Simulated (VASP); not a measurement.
BiO3, 16 atoms in the cell. The structure is cubic, space group P4_132 (No. 213). The conventional cell has a = 7.064 Å, b = 7.064 Å, c = 7.064 Å, α = 90.00°, β = 90.00°, γ = 90.00°. Bi (site symmetry 32) has 6 O at 2.19 Å within 2.9 Å. O (site symmetry 2) has 2 Bi at 2.19 Å and 2 O at 2.77 Å within 2.9 Å. The cell was built from a structure type or drawn by symmetry, and may not be a known phase.

| Quantity | Value |
| --- | --- |
| Program | VASP 6.6.1 |
| Task | relaxation of cell and atoms |
| Functional | PBE |
| Potentials or basis | VASP PAW PBE potentials, release 64 (Bi_d, O) |
| Cutoff | 600 eV |
| k mesh | 4 × 4 × 4 |
| Occupations | gaussian, width 0.1 eV |
| Spin | no spin polarisation |
| Dipole correction | no |
| Further INCAR settings | LREAL = Auto; ALGO = Normal; EDIFF = 1e-06; IBRION = 2; EDIFFG = -0.04; NSW = 90; ISIF = 3 |

Potentials or basis: VASP PAW PBE potentials, release 64 (Bi_d, O).

Run with:

```console
$ cat potpaw_PBE.64/Bi_d/POTCAR potpaw_PBE.64/O/POTCAR > POTCAR
$ mpirun -np 1 vasp_std > vasp.out
```

Hardware: 1 thread of Intel Xeon 8259CL, with other jobs on the host.

Question: How long does it take, and how much memory?

Answer: Run time: 100 min on 1 thread of Intel Xeon 8259CL, with other jobs on the host, peak memory 0.59 GiB. Counts: scf iterations 97, k points 10, ion steps 9.
